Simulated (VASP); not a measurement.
Mo:

```
Mo
1.0
     2.73551    0.00000    0.00000
    -1.36776    2.36902    0.00000
     0.00000    0.00000    2.55518
Mo
1
Direct
  0.00000 0.00000 0.50000
```

Base run:

| Item | Value |
| --- | --- |
| Program | VASP 6.6.1 |
| Functional | PBEsol |
| Potentials or basis | VASP PAW PBE potentials, release 64 (Mo_sv) |
| Cutoff | 520 eV |
| k mesh | 8 × 8 × 8 |
| Occupations | fermi-dirac, width 0.3 eV |
| Spin | no spin polarisation |

Its results: band gap on the k mesh zero (band 7 reaches 12.42 eV, above the bottom of band 8 at 10.55 eV); pressure -1.2 GPa.

Task: After a change of settings the same cell gave: band gap on the k mesh zero (band 7 reaches 11.67 eV, above the bottom of band 8 at 10.53 eV); pressure 0.0 GPa. Which change was it?
A. k mesh from 8 × 8 × 8 to 5 × 5 × 5
B. k mesh from 8 × 8 × 8 to 4 × 4 × 4
C. k mesh from 8 × 8 × 8 to 3 × 3 × 3
D. k mesh from 8 × 8 × 8 to 6 × 6 × 6

Result: A.

Caveats: some runs use coarse meshes; the PAW data sets were made with another functional, which shifts forces and pressure a little.
